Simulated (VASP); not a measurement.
A run of VASP 6.6.1 is set up as follows.

INCAR

```
ALGO = Fast
EDIFF = 1E-7
ENCUT = 520
GGA = PE
ISIF = 2
ISMEAR = 0
LASPH = True
LCHARG = False
LREAL = False
LWAVE = False
NBANDS = 66
NELM = 80
PREC = Accurate
SIGMA = 0.2
```

The input KPOINTS:

```
k-points
0
Gamma
  6 6 2
```

POSCAR

```
Ge
1.0
    4.0729370411      0.0003499092      0.0003964584
   -2.0361665541      3.5263777832     -0.0002574392
    0.0015522191     -0.0004449942     13.3422556268
Ge
8
Direct
    0.3326349932      0.6658973050      0.0311080894
    0.3330056062      0.6663712620      0.5311061474
    0.6673739410      0.3344576938      0.2811044954
    0.6669410661      0.3332971523      0.7811077142
    0.3339730709      0.6676938750      0.2188945511
    0.3336137648      0.6666118404      0.7188916642
    0.6664369336      0.3331310169      0.4688969485
    0.6660206241      0.3325398545      0.9688903897
```

Potentials or basis: VASP PAW PBE potentials, release 64 (Ge_d).

Run with:

```console
$ cat potpaw_PBE.64/Ge_d/POTCAR > POTCAR
$ mpirun -np 1 vasp_std > vasp.out
```

Task: What does it give for the band gap on the k mesh?

Result: 0.01 eV.

Task: Estimate the pressure.

Result: -0.1 GPa.

Forces on the atoms (eV/Å):
```
Ge   0.001  0.001  0.007
Ge   0.001  0.001  0.007
Ge  -0.001 -0.003  0.008
Ge   0.000  0.000  0.007
Ge   0.000 -0.001 -0.007
Ge  -0.001  0.000 -0.007
Ge   0.000  0.000 -0.008
Ge   0.001  0.002 -0.007
```

Caveat: semilocal functionals underestimate gaps, and a narrow one can read as zero. A k mesh can miss the band edges.
